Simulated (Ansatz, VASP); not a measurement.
## GaSb in VASP and in Ansatz

```
Ga Sb
1.0
     0.00000    3.01766    3.01766
     3.01766    0.00000    3.01766
     3.01766    3.01766    0.00000
Ga Sb
1 1
Direct
  0.00000 0.00000 0.00000
  0.75000 0.75000 0.75000
```

Change from the starting cell: volume scaled by 0.96.

Alike in both runs: task single point; functional PBE; k mesh 12 × 12 × 12; occupations fermi-dirac, width 0.08 eV; no spin polarisation.

```csv
,VASP,Ansatz
version,VASP 6.6.1,Ansatz 0.2.0
potentials or method,"VASP PAW PBE potentials, release 64 (Ga_d, Sb), cutoff 520 eV","all-electron LAPW, scalar-relativistic"
```

VASP gave:

| Property | Result |
| --- | --- |
| pressure (GPa) | 4.9 |

Q: What did Ansatz give for the same quantities?

A: Pressure (GPa): 4.8.

Ansatz ran all-electron here, and VASP with PAW potentials.

Spin-orbit coupling is off throughout.
